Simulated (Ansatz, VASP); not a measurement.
Sb in VASP and in Ansatz

```xyz
1
Lattice="-1.5050 1.5050 2.4800 1.5050 -1.5050 2.4800 1.5050 1.5050 -2.4800" Properties=species:S:1:pos:R:3 pbc="T T T"
Sb    0.0000    0.0000    0.0000
```

Alike in both runs: task single point; functional PBE; k mesh 19 × 19 × 19; occupations fermi-dirac, width 0.05 eV; non-collinear spin, spin-orbit coupling.

```csv
,VASP,Ansatz
version,VASP 6.6.1,Ansatz 0.2.0
potentials or method,"VASP PAW PBE potentials, release 64 (Sb), cutoff 520 eV",all-electron LAPW
```

VASP gave:

* pressure (GPa): 19.4
* traceless stress, the component that is largest in VASP (GPa): -1.64
* net moment per atom (μB): 0.00

Task: Estimate Ansatz's values.

Result: Pressure (GPa): 19.4; traceless stress, the component that is largest in VASP (GPa): -1.53; net moment per atom (μB): 0.00.

Ansatz ran all-electron here, and VASP with PAW potentials.
